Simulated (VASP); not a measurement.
Input of a VASP 6.6.1 run:

Contents of POSCAR:

```
NaF
1.0
    0.0516377317      2.5828990915      2.5828990915
    2.5828990915      0.0516377317      2.5828990915
    2.5828990915      2.5828990915      0.0516377317
Na F
1 1
Direct
    0.0022067351      0.0022067351      0.0022067351
    0.2477932649      0.2477932649      0.2477932649
```

INCAR.step1

```
PREC = Accurate
ENCUT = 520
ISMEAR = 0
SIGMA = 0.01
LREAL = False
LASPH = True
NELM = 60
NBANDS = 14
GGA = PE
ALGO = Normal
EDIFF = 1E-4
LWAVE = True
LCHARG = False
```

Contents of INCAR.step2:

```
PREC = Accurate
ENCUT = 520
EDIFF = 1E-7
ISMEAR = 0
SIGMA = 0.01
LREAL = False
LASPH = True
NELM = 60
ALGO = Normal
ISIF = 2
LWAVE = False
LCHARG = False
METAGGA = R2SCAN
LMIXTAU = True
NBANDS = 14
ISTART = 1
```

The input KPOINTS:

```
Automatic mesh
0
Gamma
  8 8 8
```

Potentials or basis: VASP PAW PBE potentials, release 64 (Na_pv, F).

Launch:

```bash
$ cat potpaw_PBE.64/Na_pv/POTCAR potpaw_PBE.64/F/POTCAR > POTCAR
$ cp INCAR.step1 INCAR
$ mpirun -np 1 vasp_std > vasp.out
$ cp INCAR.step2 INCAR
$ mpirun -np 1 vasp_std > vasp.out
```

Q: Estimate the band gap on the k mesh.

A: 6.15 eV, direct.

Q: Estimate the pressure.

A: -1.5 GPa.

Q: What does it give for the largest force?

A: 0.020 eV/Å.

Stress tensor (GPa, compression positive):
```
-1.48 -0.31 -0.31
-0.31 -1.48 -0.31
-0.31 -0.31 -1.48
```

Caveat: the cell differs from its parent crystal (strain along [111] +3.1%); the PAW data sets were made with another functional, which shifts forces and pressure a little. A k mesh can miss the band edges.
